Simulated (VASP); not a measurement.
# H5C3 in VASP: notebook

The runs below take H5C3 through single point, with PBE.

All numbers are computed with VASP 6.6.1; they aren't measurements. Logs are shortened: lines on timing, memory, paths and dates and some standing lists are left out, and cuts for length are marked.

## (1) The cell of the first run

The cell holds a wire or tube with vacuum around it, 16 atoms: a = 12.900 Å, b = 13.200 Å, c = 3.571 Å, α = 90.00°, β = 90.00°, γ = 90.00°.

## (2) Single point, PBE

Input file INCAR:

```
PREC = Accurate
ENCUT = 520
EDIFF = 1E-7
ISMEAR = 0
SIGMA = 0.05
LREAL = Auto
LASPH = T
NELM = 80
ALGO = Normal
ISIF = 2
LWAVE = F
LCHARG = T
GGA = PE
LELF = T
LVHAR = T
NBANDS = 31
```

Input file KPOINTS:

```
regular mesh
0
Gamma
  1 1 9
```

Input file POSCAR:

```
H5C3
1.0
   12.9000000000      0.0000000000      0.0000000000
    0.0000000000     13.2000000000      0.0000000000
    0.0000000000      0.0000000000      3.5714737265
C H
6 10
Direct
    0.5346073036      0.5338207739      0.5000000000
    0.6038219107      0.4661792261      0.2500000000
    0.5346073036      0.3985376782      0.0000000000
    0.3961780893      0.5338207739      0.0000000000
    0.4653926964      0.4661792261      0.7500000000
    0.4653926964      0.6014623218      0.2500000000
    0.5833911635      0.5814959098      0.6762050743
    0.6526057706      0.5138543619      0.0737949257
    0.6526057706      0.4185040902      0.4262050743
    0.5833911635      0.3508625424      0.8237949257
    0.4858234436      0.3508625424      0.1762050743
    0.3473942294      0.4861456381      0.1762050743
    0.3473942294      0.5814959098      0.8237949257
    0.4166088365      0.4185040902      0.5737949257
    0.5141765564      0.6491374576      0.0737949257
    0.4166088365      0.6491374576      0.4262050743
```

Potentials or basis: VASP PAW PBE potentials, release 64 (C, H).

Run with:

```
$ cat potpaw_PBE.64/C/POTCAR potpaw_PBE.64/H/POTCAR > POTCAR
$ mpirun -np 1 vasp_std > vasp.out
```

OUTCAR:

```text
PREC = Accurate
   ENCUT = 520
   EDIFF = 1E-7
   ISMEAR = 0
   LREAL = Auto
   LASPH = T
   NELM = 80
   ISIF = 2
   GGA = PE

 ion  position               nearest neighbor table
   1  0.535  0.534  0.500-   7 1.09   2 1.55   5 1.55   6 1.55
   2  0.604  0.466  0.250-   8 1.09   9 1.09   1 1.55   3 1.55
   3  0.535  0.399  0.000-  10 1.09  11 1.09   2 1.55   5 1.55
   4  0.396  0.534  0.000-  12 1.09  13 1.09   5 1.55   6 1.55
   5  0.465  0.466  0.750-  14 1.09   4 1.55   1 1.55   3 1.55
   6  0.465  0.601  0.250-  16 1.09  15 1.09   4 1.55   1 1.55
   7  0.583  0.581  0.676-   1 1.09
   8  0.653  0.514  0.074-   2 1.09
   9  0.653  0.419  0.426-   2 1.09
  10  0.583  0.351  0.824-   3 1.09
  11  0.486  0.351  0.176-   3 1.09
  12  0.347  0.486  0.176-   4 1.09
  13  0.347  0.581  0.824-   4 1.09
  14  0.417  0.419  0.574-   5 1.09
  15  0.514  0.649  0.074-   6 1.09
  16  0.417  0.649  0.426-   6 1.09

  LATTYP: Found a simple orthorhombic cell.
 ALAT       =     3.5714737265
 B/A-ratio  =     3.6119543325
 C/A-ratio  =     3.6959532705

  Lattice vectors:

 A1 = (   0.0000000000,   0.0000000000,   3.5714737265)
 A2 = (  12.9000000000,   0.0000000000,   0.0000000000)
 A3 = (   0.0000000000,  13.2000000000,   0.0000000000)

Analysis of symmetry for initial positions (statically):
=====================================================================
 Subroutine PRICEL returns:
 Original cell was already a primitive cell.

 Routine SETGRP: Setting up the symmetry group for a
 simple orthorhombic supercell.

 Subroutine GETGRP returns: Found  2 space group operations
 (whereof  1 operations were pure point group operations)
 out of a pool of  8 trial point group operations.

The static configuration has the point symmetry C_1 .
 The point group associated with its full space group is S_2 .

Analysis of symmetry for dynamics (positions and initial velocities):
=====================================================================
 Subroutine PRICEL returns:
 Original cell was already a primitive cell.

 Routine SETGRP: Setting up the symmetry group for a
 simple orthorhombic supercell.

 Subroutine GETGRP returns: Found  2 space group operations
 (whereof  1 operations were pure point group operations)
 out of a pool of  8 trial point group operations.

The dynamic configuration has the point symmetry C_1 .
 The point group associated with its full space group is S_2 .

 Subroutine INISYM returns: Found  2 space group operations
 (whereof  1 operations are pure point group operations),
 and found     1 'primitive' translations

----------------------------------------------------------------------------------------

                                     Primitive cell

  volume of cell :     608.1505

  direct lattice vectors                    reciprocal lattice vectors
    12.900000000  0.000000000  0.000000000     0.077519380  0.000000000  0.000000000
     0.000000000 13.200000000  0.000000000     0.000000000  0.075757576  0.000000000
     0.000000000  0.000000000  3.571473726     0.000000000  0.000000000  0.279996460

  length of vectors
    12.900000000 13.200000000  3.571473726     0.077519380  0.075757576  0.279996460

  position of ions in fractional coordinates (direct lattice)
     0.534607304  0.533820774  0.500000000
     0.603821911  0.466179226  0.250000000
     0.534607304  0.398537678  0.000000000
     0.396178089  0.533820774  0.000000000
     0.465392696  0.466179226  0.750000000
     0.465392696  0.601462322  0.250000000
[... 8 lines left out ...]
     0.514176556  0.649137458  0.073794926
     0.416608837  0.649137458  0.426205074

  ion indices of the primitive-cell ions
   primitive index   ion index
                 1           1
                 2           2
                 3           3
                 4           4
                 5           5
                 6           6
[... 8 lines left out ...]
                15          15
                16          16

----------------------------------------------------------------------------------------

 KPOINTS: regular mesh

Automatic generation of k-mesh.
 Grid dimensions read from file:
 generate k-points for:    1    1    9

 Generating k-lattice:

  Cartesian coordinates                     Fractional coordinates (reciprocal lattice)
     0.077519380  0.000000000  0.000000000     1.000000000  0.000000000  0.000000000
     0.000000000  0.075757576  0.000000000     0.000000000  1.000000000  0.000000000
     0.000000000  0.000000000  0.031110718     0.000000000  0.000000000  0.111111111

  Length of vectors
     0.077519380  0.075757576  0.031110718

  Shift w.r.t. Gamma in fractional coordinates (k-lattice)
     0.000000000  0.000000000  0.000000000

 Subroutine IBZKPT returns following result:
 ===========================================

 Found      5 irreducible k-points:

 Following reciprocal coordinates:
            Coordinates               Weight
  0.000000  0.000000  0.000000      1.000000
  0.000000  0.000000  0.111111      2.000000
  0.000000  0.000000  0.222222      2.000000
  0.000000  0.000000  0.333333      2.000000
  0.000000  0.000000  0.444444      2.000000
   k-points           NKPTS =      5   k-points in BZ     NKDIM =      5   number of bands    NBANDS=     31
   number of dos      NEDOS =    301   number of ions     NIONS =     16
   total plane-waves  NPLWV = 263424
   dimension x,y,z NGX =    96 NGY =   98 NGZ =   28
   dimension x,y,z NGXF=   192 NGYF=  196 NGZF=   56
   ions per type =               6  10
   NGX,Y,Z   is equivalent  to a cutoff of  12.37, 12.34, 13.03 a.u.
   NGXF,Y,Z  is equivalent  to a cutoff of  24.74, 24.69, 26.07 a.u.
 SYSTEM =  unknown system
   PREC   = accura    normal or accurate (medium, high low for compatibility)
   ISTART =      0    job   : 0-new  1-cont  2-samecut
   ICHARG =      2    charge: 1-file 2-atom 10-const
   ISPIN  =      1    spin polarized calculation?
   LNONCOLLINEAR =      F non collinear calculations
   LSORBIT =      F    spin-orbit coupling
   LASPH  =      T    aspherical Exc in radial PAW
   ENCUT  =  520.0 eV  38.22 Ry    6.18 a.u.  23.99 24.54  6.64*2*pi/ulx,y,z
   NELM   =     80;   NELMIN=  2; NELMDL= -5     # of ELM steps
   EDIFF  = 0.1E-06   stopping-criterion for ELM
   LREAL  =      T    real-space projection
   EDIFFG = 0.1E-05   stopping-criterion for IOM
   NSW    =      0    number of steps for IOM
   IBRION =     -1    ionic relax: 0-MD 1-quasi-New 2-CG
   NFREE  =      0    steps in history (QN), initial steepest desc. (CG)
   ISIF   =      2    stress and relaxation
   ISYM   =      2    0-nonsym 1-usesym 2-fastsym
   POTIM  = 0.5000    time-step for ionic-motion
   TEBEG  =    0.0;   TEEND  =   0.0 temperature during run
   PSTRESS=    0.0 pullay stress
   NELECT =      34.0000    total number of electrons
   NUPDOWN=      -1.0000    fix difference up-down
   EMIN   =  10.00;   EMAX   =-10.00  energy-range for DOS
   EFERMI =   0.00;   METHOD = LEGACY
   ISMEAR =     0;   SIGMA  =   0.05  broadening in eV -4-tet -1-fermi 0-gaus
   EFERMI_NEDOS =   21; number of points for ismear=-14 and -15
   IALGO  =     38    algorithm
   IMIX   =      4    mixing-type and parameters
     AMIX     =   0.40;   BMIX     =  1.00
     AMIX_MAG =   1.60;   BMIX_MAG =  1.00
  volume/ion in A,a.u.               =      38.01       256.50
  Fermi-wavevector in a.u.,A,eV,Ry     =   0.625985  1.182941  5.331545  0.391858
  Thomas-Fermi vector in A             =   1.687081
   LORBIT       =      0    0 simple, 1 ext, 2 COOP (PROOUT), +10 PAW based schemes
   GGA     = PE    functional components
   LHFCALC =     F    Hartree Fock is set to
   AEXX    =    0.0000 exact exchange contribution
   IVDW    =     0    specifies the selected vdW correction
   LEPSILON=     F    determine dielectric tensor
   LRPA    =     F    only Hartree local field effects (RPA)
 non-spin polarized calculation
 Gauss-broadening in eV      SIGMA  =   0.05
  energy-cutoff  :      520.00
  volume of cell :      608.15
 maximum number of plane-waves:     16435
 NGX is ok and might be reduce to    96
   NGX = 47   NGY = 49   NGZ = 13

 number of electron      33.9999998 magnetization

 Free energy of the ion-electron system (eV)
  ---------------------------------------------------
  ext. energy  EPLUGINS =         0.00000000
  ---------------------------------------------------
  free energy    TOTEN  =       -91.04598574 eV

  energy without entropy =      -91.04598574  energy(sigma->0) =      -91.04598574

 E-fermi :  -4.8878     XC(G=0):  -2.1114

 val. band max:       -5.1085133481   @ k =   0.0000   0.0000   0.0000
 cond. band min:       0.1398593932   @ k =   0.0000   0.0000   0.0000
 fundamental gap:      5.2483727413
 Fermi energy:        -4.8878194656

 k-point     1 :       0.0000    0.0000    0.0000
  band No.  band energies     occupation
      1     -20.4210      2.00000
      2     -17.5501      2.00000
      3     -16.1752      2.00000
      4     -14.1621      2.00000
      5     -13.4669      2.00000
      6     -10.2356      2.00000
[... 21 lines left out ...]
     28       3.0751      0.00000
     29       3.4289      0.00000

 k-point     2 :       0.0000    0.0000    0.1111
  band No.  band energies     occupation
      1     -20.3196      2.00000
      2     -17.4770      2.00000
      3     -16.2561      2.00000
      4     -14.1998      2.00000
      5     -13.5007      2.00000
      6     -11.0359      2.00000
[... 21 lines left out ...]
     28       3.0982      0.00000
     29       3.5443      0.00000

 k-point     3 :       0.0000    0.0000    0.2222
  band No.  band energies     occupation
      1     -20.0192      2.00000
      2     -17.2726      2.00000
      3     -16.5981      2.00000
      4     -14.1897      2.00000
      5     -13.6307      2.00000
      6     -11.4037      2.00000
[... 21 lines left out ...]
     28       3.3548      0.00000
     29       3.8502      0.00000

 k-point     4 :       0.0000    0.0000    0.3333
  band No.  band energies     occupation
      1     -19.5317      2.00000
      2     -17.2592      2.00000
      3     -16.9926      2.00000
      4     -13.9226      2.00000
      5     -13.8795      2.00000
      6     -11.8493      2.00000
[... 21 lines left out ...]
     28       3.8822      0.00000
     29       4.2579      0.00000

 k-point     5 :       0.0000    0.0000    0.4444
  band No.  band energies     occupation
      1     -18.8932      2.00000
      2     -18.0499      2.00000
      3     -16.7648      2.00000
      4     -14.1206      2.00000
      5     -13.3948      2.00000
      6     -12.6422      2.00000
[... 21 lines left out ...]
     28       4.0435      0.00000
     29       4.2580      0.00000
 [bands above 29 left out]

------------------------ aborting loop because EDIFF is reached ----------------------------------------

  FORCE on cell =-STRESS in cart. coord.  units (eV):
  Direction    XX          YY          ZZ          XY          YZ          ZX
  --------------------------------------------------------------------------------------
  -------------------------------------------------------------------------------------
  Total        0.8431577      0.8395823      4.6739789     -0.6366016     -0.7440402     -0.7451189
  in kB        2.2213056      2.2118860     12.3136338     -1.6771318     -1.9601797     -1.9630216
  external PRESSURE =       5.5822751 kB  Pullay stress =       0.0000000 kB

 VOLUME and BASIS-vectors are now :
 -----------------------------------------------------------------------------
  energy-cutoff  :      520.00
  volume of cell :      608.15
      direct lattice vectors                 reciprocal lattice vectors
    12.900000000  0.000000000  0.000000000     0.077519380  0.000000000  0.000000000
     0.000000000 13.200000000  0.000000000     0.000000000  0.075757576  0.000000000
     0.000000000  0.000000000  3.571473726     0.000000000  0.000000000  0.279996460

 POSITION                                       TOTAL-FORCE (eV/Angst)
 -----------------------------------------------------------------------------------
      6.89643      7.04643      1.78574        -0.468406     -0.463865     -0.910242
      7.78930      6.15357      0.89287        -0.779978     -0.191105      0.123205
      6.89643      5.26070      0.00000         0.189341      0.780015     -0.121993
      5.11070      7.04643      0.00000         0.779978      0.191105     -0.123205
      6.00357      6.15357      2.67861         0.468406      0.463865      0.910242
      6.00357      7.93930      0.89287        -0.189341     -0.780015      0.121993
[... 8 lines left out ...]
      6.63288      8.56861      0.26356         0.027566      0.375326     -0.001616
      5.37425      8.56861      1.52218        -0.035179      0.384516     -0.009607
 -----------------------------------------------------------------------------------
    total drift:                               -0.000000     -0.000000      0.000000

  FREE ENERGIE OF THE ION-ELECTRON SYSTEM (eV)
  ---------------------------------------------------
  free  energy   TOTEN  =       -91.0459857425 eV

  energy  without entropy=      -91.0459857425  energy(sigma->0) =      -91.04598574
```

Wall time 2.5 min (1 thread of AMD EPYC 9R45 (Zen 5), shared host); peak memory 0.55 GiB.

What came out:

```yaml
Free_energy: -91.0460 eV
Largest_force: 1.124 eV/Å
Band_gap_on_the_k_mesh: 5.25 eV
```

Forces in eV/Å, atoms in the order of the input:
```
C   -0.468 -0.464 -0.910
C   -0.780 -0.191  0.123
C    0.189  0.780 -0.122
C    0.780  0.191 -0.123
C    0.468  0.464  0.910
C   -0.189 -0.780  0.122
H    0.140  0.140 -0.059
H    0.375  0.027 -0.002
H    0.385 -0.035 -0.010
H    0.035 -0.385  0.010
H   -0.028 -0.375  0.002
H   -0.375 -0.027  0.002
H   -0.385  0.035  0.010
H   -0.140 -0.140  0.059
H    0.028  0.375 -0.002
H   -0.035  0.385 -0.010
```

Levels at points of the mesh, in eV from the valence-band top:
| k point | band 15 | band 16 | band 17 | band 18 | band 19 | band 20 |
| --- | --- | --- | --- | --- | --- | --- |
| (0.00, 0.00, 0.00) | -1.11 | -0.10 | 0.00 | 5.25 | 5.39 | 5.93 |

## (3) Single point, PBE

This run uses another cell than the first one.

Input file INCAR:

```
PREC = Accurate ; ENCUT = 520
EDIFF = 1E-7 ; ISMEAR = 0
SIGMA = 0.05 ; LREAL = Auto
LASPH = True ; NELM = 60
ALGO = Normal ; ISIF = 2
LWAVE = False ; LCHARG = True
GGA = PE ; LELF = True
LVHAR = True ; NBANDS = 31
```

Input file KPOINTS:

```
Automatic mesh
0
Gamma
  1 1 9
```

Input file POSCAR:

```
H5C3
1.0
   12.9000000000      0.0000000000      0.0000000000
    0.0000000000     13.2000000000      0.0000000000
    0.0000000000      0.0000000000      3.8871018444
C H
6 10
Direct
    0.5315643219      0.5308383831      0.4902260364
    0.5998792331      0.4640792308      0.2554637262
    0.5367261326      0.4023779748     -0.0054652772
    0.4001207669      0.5359207692     -0.0054637262
    0.4684356781      0.4691616169      0.7597739636
    0.4632738674      0.5976220252      0.2554652772
    0.5838455142      0.5819140903      0.6323378986
    0.6540864096      0.5139984624      0.1165557926
    0.6489840232      0.4130584757      0.4082845322
    0.5889217131      0.3543765482      0.8417152666
    0.4856292238      0.3494165863      0.1334363632
    0.3459135904      0.4860015376      0.1334442074
    0.3510159768      0.5869415243      0.8417154678
    0.4161544858      0.4180859097      0.6176621014
    0.5143707762      0.6505834137      0.1165636368
    0.4110782869      0.6456234518      0.4082847334
```

Potentials or basis: VASP PAW PBE potentials, release 64 (C, H).

Run with:

```
$ cat potpaw_PBE.64/C/POTCAR potpaw_PBE.64/H/POTCAR > POTCAR
$ mpirun -np 1 vasp_std > vasp.out
```

It took 2.7 min on 1 thread of AMD EPYC 9R45 (Zen 5), shared host; peak memory 0.54 GiB.

The run converged. Its results:

* Free energy: -91.3972 eV
* Largest force: 0.028 eV/Å
* Band gap on the k mesh: 5.24 eV

Forces in eV/Å, atoms in the order of the input:
```
C   -0.003 -0.002  0.009
C    0.006  0.000 -0.004
C    0.001 -0.005  0.004
C   -0.006  0.000  0.004
C    0.003  0.002 -0.009
C   -0.001  0.005 -0.004
H    0.017  0.017  0.014
H    0.016  0.014 -0.012
H    0.015 -0.014  0.012
H    0.014 -0.015 -0.012
H   -0.014 -0.016  0.012
H   -0.016 -0.014  0.012
H   -0.015  0.014 -0.012
H   -0.017 -0.017 -0.014
H    0.014  0.016 -0.012
H   -0.014  0.015  0.012
```

Levels at points of the mesh, in eV from the valence-band top:
```tsv
k point	band 15	band 16	band 17	band 18	band 19	band 20
(0.00, 0.00, 0.00)	-0.94	-0.08	0.00	5.24	5.49	5.97
```
